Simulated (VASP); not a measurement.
**GaAs: single point with PBE**

Crystal: GaAs.

```xyz
2
Lattice="0.0000 2.8331 2.8331 2.8331 0.0000 2.8331 2.8331 2.8331 0.0000" Properties=species:S:1:pos:R:3 pbc="T T T"
Ga    0.0000    0.0000    0.0000
As    1.4165    1.4165    1.4165
```

```json
{
  "Program": "VASP 6.6.1",
  "Task": "single point",
  "Functional": "PBE",
  "Potentials or basis": "VASP PAW PBE potentials, release 64 (Ga_d, As)",
  "Cutoff": "520 eV",
  "k mesh": "8 × 8 × 8",
  "Occupations": "gaussian, width 0.01 eV",
  "Spin": "no spin polarisation"
}
```

```
Pressure               : 3.0 GPa
Band gap on the k mesh : 0.47 eV, direct
```

Levels at points of the mesh, in eV from the valence-band top:
```tsv
k point	band 5	band 6	band 7	band 8	band 9	band 10	band 11	band 12	band 13	band 14
(0.00, 0.00, 0.00)	-14.72	-12.68	0.00	0.00	0.00	0.47	3.73	3.73	3.73	7.57
(0.50, 0.00, 0.00)	-14.72	-10.93	-6.60	-1.13	-1.13	0.98	4.63	4.63	7.75	10.35
(0.50, 0.50, 0.00)	-14.71	-10.20	-6.79	-2.66	-2.66	1.48	1.66	10.11	10.11	10.92
```

Wall time 17 s on 1 thread of Intel Xeon 6975P-C (shared host), peak memory 0.18 GiB.

PBE gaps usually lie below the measured ones, often by a third to a half.
